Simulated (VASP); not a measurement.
Set up this calculation in VASP 6.6.1, as the native input.

```
Task                   : single point
Functional             : LDA
Potentials or basis    : VASP PAW LDA potentials, release 64 (K_sv, Cl)
Cutoff                 : 500 eV
k mesh                 : 5 × 5 × 5
Occupations            : methfessel-paxton, width 0.01 eV
Spin                   : no spin polarisation
Dipole correction      : no
Further INCAR settings : ALGO = Normal; EDIFF = 1e-06; NBANDS = 15
```

The structure of KCl lies in POSCAR:

```
KCl
1.0
    0.0000000000      3.0385161809      3.0385161809
    3.0385161809      0.0000000000      3.0385161809
    3.0385161809      3.0385161809      0.0000000000
K Cl
1 1
Direct
    0.0000000000      0.0000000000      0.0000000000
    0.5000000000      0.5000000000      0.5000000000
```

These files were run (other wordings do the same):

INCAR

```
PREC = Accurate
ENCUT = 500
EDIFF = 1E-6
ISMEAR = 1
SIGMA = 0.01
LREAL = F
LASPH = T
NELM = 120
ALGO = Normal
ISIF = 2
LWAVE = F
LCHARG = F
NBANDS = 15
GGA_COMPAT = F
```

KPOINTS

```
Automatic mesh
0
Gamma
  5 5 5
```

Potentials or basis: VASP PAW LDA potentials, release 64 (K_sv, Cl).

Launch:

```console
$ cat potpaw_LDA.64/K_sv/POTCAR potpaw_LDA.64/Cl/POTCAR > POTCAR
$ mpirun -np 1 vasp_std > vasp.out
```

Results of the run:

```yaml
Pressure: 0.1 GPa
Band_gap_on_the_k_mesh: 5.11 eV, direct
```

It took 5.8 s on 1 thread of Intel(R) Xeon(R) Platinum 8375C CPU @ 2.90GHz (Ice Lake) (shared host), peak memory 0.15 GiB.
